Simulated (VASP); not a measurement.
A run of VASP 6.6.1 is set up as follows.

INCAR

```
ALGO = Normal
EDIFF = 1E-6
ENCUT = 520
GGA = PE
ISIF = 2
ISMEAR = 0
LASPH = T
LCHARG = F
LREAL = F
LWAVE = F
NBANDS = 36
NELM = 80
PREC = Accurate
SIGMA = 0.1
```

KPOINTS

```
k-points
0
Gamma
  6 6 4
```

Contents of POSCAR:

```
Sn
1.0
    4.6562556551      0.0000000000      0.0000000000
   -2.3281278275      4.0324356838      0.0000000000
    0.0000000000      0.0000000000      7.6828218308
Sn
4
Direct
    0.3333333333      0.6666666667      0.4375000000
    0.6666666667      0.3333333333      0.9375000000
    0.6666666667      0.3333333333      0.5625000000
    0.3333333333      0.6666666667      0.0625000000
```

Potentials or basis: VASP PAW PBE potentials, release 64 (Sn_d).

Run with:

```sh
$ cat potpaw_PBE.64/Sn_d/POTCAR > POTCAR
$ mpirun -np 1 vasp_std > vasp.out
```

**Question.** Predict the largest force.

**Answer.** 0.024 eV/Å.

**Question.** Estimate the band gap on the k mesh.

**Answer.** Zero (bands 28 and 29 overlap by 0.11 eV).

Forces on the atoms (eV/Å):
```
Sn   0.000  0.000 -0.024
Sn   0.000  0.000 -0.024
Sn   0.000  0.000  0.024
Sn   0.000  0.000  0.024
```

Caveat: spin-orbit coupling is left out, which moves the levels of the heavy elements.
